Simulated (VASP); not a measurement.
# TiN (Fm-3m) in VASP: notebook, part 2 of 3

VASP 6.6.1.

### Step 3. Electric field gradients, PBEsol (volume scaled by 0.96)

INCAR reads:

```
PREC = Accurate ; ENCUT = 520
EDIFF = 1E-8 ; ISMEAR = -1
SIGMA = 0.05 ; LREAL = F
LASPH = T ; NELM = 100
ALGO = Normal ; ISIF = 2
LWAVE = F ; LCHARG = F
GGA = PS ; LEFG = T
NBANDS = 16
```

KPOINTS reads:

```
Automatic mesh
0
Gamma
  17 17 17
```

POSCAR reads:

```
TiN
1.0
    0.0000000000      2.0933208087      2.0933208087
    2.0933208087      0.0000000000      2.0933208087
    2.0933208087      2.0933208087      0.0000000000
Ti N
1 1
Direct
    0.0000000000      0.0000000000      0.0000000000
    0.5000000000      0.5000000000      0.5000000000
```

Potentials or basis: VASP PAW PBE potentials, release 64 (Ti_sv, N).

On the command line:

```console
$ cat potpaw_PBE.64/Ti_sv/POTCAR potpaw_PBE.64/N/POTCAR > POTCAR
$ mpirun -np 1 vasp_std > vasp.out
```

OUTCAR:

```text
PREC = Accurate
   ENCUT = 520
   EDIFF = 1E-8
   ISMEAR = -1
   LREAL = F
   LASPH = T
   NELM = 100
   ISIF = 2
   GGA = PS

 ion  position               nearest neighbor table
   1  0.000  0.000  0.000-   2 2.09   2 2.09   2 2.09   2 2.09   2 2.09   2 2.09
   2  0.500  0.500  0.500-   1 2.09   1 2.09   1 2.09   1 2.09   1 2.09   1 2.09

  LATTYP: Found a face centered cubic cell.
 ALAT       =     4.1866416174

  Lattice vectors:

 A1 = (   0.0000000000,   2.0933208087,   2.0933208087)
 A2 = (   2.0933208087,   0.0000000000,   2.0933208087)
 A3 = (   2.0933208087,   2.0933208087,   0.0000000000)

Analysis of symmetry for initial positions (statically):
=====================================================================
 Subroutine PRICEL returns:
 Original cell was already a primitive cell.

 Routine SETGRP: Setting up the symmetry group for a
 face centered cubic supercell.

 Subroutine GETGRP returns: Found 48 space group operations
 (whereof 48 operations were pure point group operations)
 out of a pool of 48 trial point group operations.

The static configuration has the point symmetry O_h .

Analysis of symmetry for dynamics (positions and initial velocities):
=====================================================================
 Subroutine PRICEL returns:
 Original cell was already a primitive cell.

 Routine SETGRP: Setting up the symmetry group for a
 face centered cubic supercell.

 Subroutine GETGRP returns: Found 48 space group operations
 (whereof 48 operations were pure point group operations)
 out of a pool of 48 trial point group operations.

The dynamic configuration has the point symmetry O_h .

 Subroutine INISYM returns: Found 48 space group operations
 (whereof 48 operations are pure point group operations),
 and found     1 'primitive' translations

----------------------------------------------------------------------------------------

                                     Primitive cell

  volume of cell :      18.3458

  direct lattice vectors                    reciprocal lattice vectors
     0.000000000  2.093320809  2.093320809    -0.238854932  0.238854932  0.238854932
     2.093320809  0.000000000  2.093320809     0.238854932 -0.238854932  0.238854932
     2.093320809  2.093320809  0.000000000     0.238854932  0.238854932 -0.238854932

  length of vectors
     2.960402678  2.960402678  2.960402678     0.413708878  0.413708878  0.413708878

  position of ions in fractional coordinates (direct lattice)
     0.000000000  0.000000000  0.000000000
     0.500000000  0.500000000  0.500000000

  ion indices of the primitive-cell ions
   primitive index   ion index
                 1           1
                 2           2

----------------------------------------------------------------------------------------

 KPOINTS: Automatic mesh

Automatic generation of k-mesh.
 Grid dimensions read from file:
[... 72 lines left out ...]
   ISYM   =      2    0-nonsym 1-usesym 2-fastsym
   POTIM  = 0.5000    time-step for ionic-motion
   TEBEG  =    0.0;   TEEND  =   0.0 temperature during run
   PSTRESS=    0.0 pullay stress
   NELECT =      17.0000    total number of electrons
   NUPDOWN=      -1.0000    fix difference up-down
   EMIN   =  10.00;   EMAX   =-10.00  energy-range for DOS
   EFERMI =   0.00;   METHOD = LEGACY
   ISMEAR =    -1;   SIGMA  =   0.05  broadening in eV -4-tet -1-fermi 0-gaus
   EFERMI_NEDOS =   21; number of points for ismear=-14 and -15
   IALGO  =     38    algorithm
   IMIX   =      4    mixing-type and parameters
     AMIX     =   0.40;   BMIX     =  1.00
     AMIX_MAG =   1.60;   BMIX_MAG =  1.00
  volume/ion in A,a.u.               =       9.17        61.90
  Fermi-wavevector in a.u.,A,eV,Ry     =   1.596046  3.016089 34.658967  2.547362
  Thomas-Fermi vector in A             =   2.693870
   LORBIT       =      0    0 simple, 1 ext, 2 COOP (PROOUT), +10 PAW based schemes
   GGA     = PS    functional components
   LHFCALC =     F    Hartree Fock is set to
   AEXX    =    0.0000 exact exchange contribution
   IVDW    =     0    specifies the selected vdW correction
   LEPSILON=     F    determine dielectric tensor
   LRPA    =     F    only Hartree local field effects (RPA)
 non-spin polarized calculation
  energy-cutoff  :      520.00
  volume of cell :       18.35
 maximum number of plane-waves:       531
 NGX is ok and might be reduce to    24
   NGX = 11   NGY = 11   NGZ = 11

 number of electron      16.9999997 magnetization

 Free energy of the ion-electron system (eV)
  ---------------------------------------------------
  ext. energy  EPLUGINS =         0.00000000
  ---------------------------------------------------
  free energy    TOTEN  =       -20.78050686 eV

  energy without entropy =      -20.77422892  energy(sigma->0) =      -20.77736789

 E-fermi :  11.8435     XC(G=0): -13.4408

 val. band max:       11.8128803244   @ k =   0.1176   0.0588   0.0000
 cond. band min:      11.8450778714   @ k =  -0.1176   0.0588   0.0000
 fundamental gap:      0.0321975470
 Fermi energy:        11.8435165679

 k-point     1 :       0.0000    0.0000    0.0000
  band No.  band energies     occupation
      1     -45.7042      2.00000
      2     -21.7528      2.00000
      3     -21.7528      2.00000
      4     -21.7528      2.00000
      5      -5.4322      2.00000
      6       9.7805      2.00000
[... 433 lines left out ...]
      3     -21.7850      2.00000
      4     -21.7572      2.00000
      5      -4.9890      2.00000
      6       7.8950      2.00000
[... 8 lines left out ...]
     15      25.2945      0.00000
     16      30.7386      0.00000

 [... further k-points ...]

------------------------ aborting loop because EDIFF is reached ----------------------------------------

  FORCE on cell =-STRESS in cart. coord.  units (eV):
  Direction    XX          YY          ZZ          XY          YZ          ZX
  --------------------------------------------------------------------------------------
  -------------------------------------------------------------------------------------
  Total        0.4941568      0.4941568      0.4941568     -0.0000000      0.0000000      0.0000000
  in kB       43.1556819     43.1556819     43.1556819     -0.0000000      0.0000000      0.0000000
  external PRESSURE =      43.1556819 kB  Pullay stress =       0.0000000 kB

 VOLUME and BASIS-vectors are now :
 -----------------------------------------------------------------------------
  energy-cutoff  :      520.00
  volume of cell :       18.35
      direct lattice vectors                 reciprocal lattice vectors
     0.000000000  2.093320809  2.093320809    -0.238854932  0.238854932  0.238854932
     2.093320809  0.000000000  2.093320809     0.238854932 -0.238854932  0.238854932
     2.093320809  2.093320809  0.000000000     0.238854932  0.238854932 -0.238854932

 POSITION                                       TOTAL-FORCE (eV/Angst)
 -----------------------------------------------------------------------------------
      0.00000      0.00000      0.00000         0.000000     -0.000000      0.000000
      2.09332      2.09332      2.09332        -0.000000      0.000000     -0.000000
 -----------------------------------------------------------------------------------
    total drift:                                0.000000     -0.000000     -0.000000

  FREE ENERGIE OF THE ION-ELECTRON SYSTEM (eV)
  ---------------------------------------------------
  free  energy   TOTEN  =       -20.7805068568 eV

  energy  without entropy=      -20.7742289154  energy(sigma->0) =      -20.77736789

 Electric field gradients (V/A^2)
---------------------------------------------------------------------
 ion       V_xx      V_yy      V_zz      V_xy      V_xz      V_yz
---------------------------------------------------------------------
   1      -0.000    -0.000     0.000     0.001     0.001     0.001
   2      -0.000     0.000     0.000    -0.001    -0.001    -0.001
---------------------------------------------------------------------

 Electric field gradients after diagonalization (V/A^2)
 (convention: |V_zz| > |V_xx| > |V_yy|)
----------------------------------------------------------------------
 ion       V_xx      V_yy      V_zz     asymmetry (V_yy - V_xx)/ V_zz
----------------------------------------------------------------------
   1      -0.001    -0.001     0.002       0.000
   2       0.001     0.001    -0.002       0.000
----------------------------------------------------------------------

           NMR quadrupolar parameters

 Cq : quadrupolar parameter    Cq=e*Q*V_zz/h
 eta: asymmetry parameters     (V_yy - V_xx)/ V_zz
 Q  : nuclear electric quadrupole moment in mb (millibarn)
----------------------------------------------------------------------
 ion       Cq(MHz)       eta       Q (mb)
----------------------------------------------------------------------
   1       0.000       0.000       1.000
   2      -0.000       0.000       1.000
----------------------------------------------------------------------
```

OSZICAR:

```text
N       E                     dE             d eps       ncg     rms          rms(c)
DAV:   1     0.132917542952E+03    0.13292E+03   -0.81986E+03  5304   0.127E+03
DAV:   2    -0.178666378702E+02   -0.15078E+03   -0.14098E+03  5872   0.350E+02
DAV:   3    -0.255044425777E+02   -0.76378E+01   -0.75632E+01  6640   0.818E+01
DAV:   4    -0.256995062269E+02   -0.19506E+00   -0.19471E+00  6432   0.122E+01
DAV:   5    -0.257040497139E+02   -0.45435E-02   -0.45435E-02  6248   0.164E+00    0.193E+01
DAV:   6    -0.211158849530E+02    0.45882E+01   -0.12032E+01  6944   0.539E+01    0.698E+00
DAV:   7    -0.208195267642E+02    0.29636E+00   -0.13892E+00  6176   0.148E+01    0.536E+00
DAV:   8    -0.209757843396E+02   -0.15626E+00   -0.90968E-01  7400   0.139E+01    0.599E+00
DAV:   9    -0.207880553318E+02    0.18773E+00   -0.26126E-01  6184   0.812E+00    0.142E+00
DAV:  10    -0.207830406045E+02    0.50147E-02   -0.37527E-02  6456   0.224E+00    0.388E-01
DAV:  11    -0.207805476076E+02    0.24930E-02   -0.52987E-03  6040   0.656E-01    0.158E-01
DAV:  12    -0.207805584177E+02   -0.10810E-04   -0.43617E-04  6080   0.220E-01    0.875E-02
DAV:  13    -0.207805165420E+02    0.41876E-04   -0.21235E-04  6120   0.234E-01    0.210E-02
DAV:  14    -0.207805071139E+02    0.94281E-05   -0.15362E-05  6528   0.554E-02    0.674E-03
DAV:  15    -0.207805068886E+02    0.22528E-06   -0.20268E-06  6976   0.134E-02    0.549E-03
DAV:  16    -0.207805068620E+02    0.26674E-07   -0.12802E-07  6688   0.365E-03    0.132E-03
DAV:  17    -0.207805068568E+02    0.51061E-08   -0.80998E-09  3968   0.118E-03
   1 F= -.20780507E+02 E0= -.20777368E+02  d E =-.627794E-02
```

Wall time 82 s (1 thread of Intel Xeon Platinum 8259CL at 2.50GHz (Skylake/Cascade Lake), shared host); peak memory 0.18 GiB.

What came out:

```yaml
Free_energy: -20.7805 eV
Pressure: 4.3 GPa
```

Caveat: without QUAD_EFG the Cq values of the log hold for a quadrupole moment of 1 mb, not for the nuclei; the PAW data sets were made with another functional, which shifts forces and pressure a little.

### Step 4. Electric field gradients, PBEsol (volume scaled by 0.98)

INCAR reads:

```
PREC     = Accurate       # precision mode
ENCUT    = 520            # plane-wave cutoff, eV
EDIFF    = 1E-8           # SCF threshold, eV
ISMEAR   = -1             # smearing method
SIGMA    = 0.05           # smearing width, eV
LREAL    = F              # projectors in reciprocal space
LASPH    = T              # aspherical terms in the spheres
NELM     = 80             # most SCF steps
ALGO     = Normal         # electronic algorithm
ISIF     = 2              # what is computed and relaxed
LWAVE    = F              # write WAVECAR
LCHARG   = F              # write CHGCAR
GGA      = PS             # functional
LEFG     = T            
NBANDS   = 16             # bands
```

KPOINTS reads:

```
regular mesh
0
Gamma
  17 17 17
```

POSCAR reads:

```
TiN
1.0
    0.0000000000      2.1077579601      2.1077579601
    2.1077579601      0.0000000000      2.1077579601
    2.1077579601      2.1077579601      0.0000000000
Ti N
1 1
Direct
    0.0000000000      0.0000000000      0.0000000000
    0.5000000000      0.5000000000      0.5000000000
```

Potentials or basis: VASP PAW PBE potentials, release 64 (Ti_sv, N).

On the command line:

```console
$ cat potpaw_PBE.64/Ti_sv/POTCAR potpaw_PBE.64/N/POTCAR > POTCAR
$ mpirun -np 1 vasp_std > vasp.out
```

OUTCAR:

```text
PREC = Accurate
   ENCUT = 520
   EDIFF = 1E-8
   ISMEAR = -1
   LREAL = F
   LASPH = T
   NELM = 80
   ISIF = 2
   GGA = PS

 ion  position               nearest neighbor table
   1  0.000  0.000  0.000-   2 2.11   2 2.11   2 2.11   2 2.11   2 2.11   2 2.11
   2  0.500  0.500  0.500-   1 2.11   1 2.11   1 2.11   1 2.11   1 2.11   1 2.11

  LATTYP: Found a face centered cubic cell.
 ALAT       =     4.2155159202

  Lattice vectors:

 A1 = (   0.0000000000,   2.1077579601,   2.1077579601)
 A2 = (   2.1077579601,   0.0000000000,   2.1077579601)
 A3 = (   2.1077579601,   2.1077579601,   0.0000000000)

Analysis of symmetry for initial positions (statically):
=====================================================================
 Subroutine PRICEL returns:
 Original cell was already a primitive cell.

 Routine SETGRP: Setting up the symmetry group for a
 face centered cubic supercell.

 Subroutine GETGRP returns: Found 48 space group operations
[... 643 lines left out ...]
  volume of cell :       18.73
      direct lattice vectors                 reciprocal lattice vectors
     0.000000000  2.107757960  2.107757960    -0.237218888  0.237218888  0.237218888
     2.107757960  0.000000000  2.107757960     0.237218888 -0.237218888  0.237218888
     2.107757960  2.107757960  0.000000000     0.237218888  0.237218888 -0.237218888

 POSITION                                       TOTAL-FORCE (eV/Angst)
 -----------------------------------------------------------------------------------
      0.00000      0.00000      0.00000        -0.000000      0.000000     -0.000000
      2.10776      2.10776      2.10776         0.000000     -0.000000      0.000000
 -----------------------------------------------------------------------------------
    total drift:                                0.000000     -0.000000     -0.000000

  FREE ENERGIE OF THE ION-ELECTRON SYSTEM (eV)
  ---------------------------------------------------
  free  energy   TOTEN  =       -20.7835849444 eV

  energy  without entropy=      -20.7771061863  energy(sigma->0) =      -20.78034557

 Electric field gradients (V/A^2)
---------------------------------------------------------------------
 ion       V_xx      V_yy      V_zz      V_xy      V_xz      V_yz
---------------------------------------------------------------------
   1      -0.000     0.000     0.000     0.001     0.001     0.001
   2      -0.000     0.000    -0.000    -0.001    -0.001    -0.001
---------------------------------------------------------------------

 Electric field gradients after diagonalization (V/A^2)
 (convention: |V_zz| > |V_xx| > |V_yy|)
----------------------------------------------------------------------
 ion       V_xx      V_yy      V_zz     asymmetry (V_yy - V_xx)/ V_zz
----------------------------------------------------------------------
   1      -0.001    -0.001     0.002       0.000
   2       0.001     0.001    -0.001       0.000
----------------------------------------------------------------------

           NMR quadrupolar parameters

 Cq : quadrupolar parameter    Cq=e*Q*V_zz/h
 eta: asymmetry parameters     (V_yy - V_xx)/ V_zz
 Q  : nuclear electric quadrupole moment in mb (millibarn)
----------------------------------------------------------------------
 ion       Cq(MHz)       eta       Q (mb)
----------------------------------------------------------------------
   1       0.000       0.000       1.000
   2      -0.000       0.000       1.000
----------------------------------------------------------------------
```

OSZICAR:

```text
N       E                     dE             d eps       ncg     rms          rms(c)
DAV:   1     0.133223264886E+03    0.13322E+03   -0.82629E+03  5304   0.127E+03
DAV:   2    -0.176595518249E+02   -0.15088E+03   -0.14081E+03  5680   0.349E+02
DAV:   3    -0.255468870591E+02   -0.78873E+01   -0.78056E+01  6784   0.821E+01
DAV:   4    -0.257299376077E+02   -0.18305E+00   -0.18286E+00  6344   0.120E+01
DAV:   5    -0.257338638107E+02   -0.39262E-02   -0.39261E-02  6328   0.158E+00    0.188E+01
DAV:   6    -0.211482104223E+02    0.45857E+01   -0.12234E+01  6944   0.535E+01    0.691E+00
DAV:   7    -0.208279605335E+02    0.32025E+00   -0.14574E+00  6272   0.151E+01    0.514E+00
DAV:   8    -0.210159067708E+02   -0.18795E+00   -0.10249E+00  7240   0.148E+01    0.616E+00
DAV:   9    -0.207910587730E+02    0.22485E+00   -0.32046E-01  6048   0.887E+00    0.138E+00
DAV:  10    -0.207861180805E+02    0.49407E-02   -0.39889E-02  6408   0.228E+00    0.400E-01
DAV:  11    -0.207836499650E+02    0.24681E-02   -0.53743E-03  6104   0.650E-01    0.167E-01
DAV:  12    -0.207836434932E+02    0.64718E-05   -0.41268E-04  6184   0.205E-01    0.883E-02
DAV:  13    -0.207835945079E+02    0.48985E-04   -0.22402E-04  6256   0.234E-01    0.206E-02
DAV:  14    -0.207835851426E+02    0.93653E-05   -0.15640E-05  6536   0.548E-02    0.703E-03
DAV:  15    -0.207835849899E+02    0.15268E-06   -0.19869E-06  6848   0.120E-02    0.585E-03
DAV:  16    -0.207835849447E+02    0.45245E-07   -0.15973E-07  6960   0.427E-03    0.114E-03
DAV:  17    -0.207835849444E+02    0.27035E-09   -0.78490E-09  4032   0.113E-03
   1 F= -.20783585E+02 E0= -.20780346E+02  d E =-.647876E-02
```

stdout:

```text
POSCAR found type information on POSCAR TiN
 POSCAR found :  2 types and       2 ions
 scaLAPACK will be used
 -----------------------------------------------------------------------------
|                                                                             |
|                                                                             |
|     You enforced a specific xc type in the INCAR file but a different       |
|     I HOPE YOU KNOW WHAT YOU ARE DOING!                                     |
|                                                                             |
 -----------------------------------------------------------------------------

 LDA part: xc-table for (Slater+PW92), standard interpolation
 POSCAR, INCAR and KPOINTS ok, starting setup
 FFT: planning ... GRIDC
 FFT: planning ... GRID_SOFT
 FFT: planning ... GRID
 WAVECAR not read
 entering main loop
ion   1

ion   2
```

Wall time 70 s (1 thread of Intel Xeon Platinum 8259CL at 2.50GHz (Skylake/Cascade Lake), shared host); peak memory 0.18 GiB.

What came out:

- Free energy: -20.7836 eV
- Pressure: -1.9 GPa

Caveat: without QUAD_EFG the Cq values of the log hold for a quadrupole moment of 1 mb, not for the nuclei; the PAW data sets were made with another functional, which shifts forces and pressure a little.

[end of part 2 of 3]
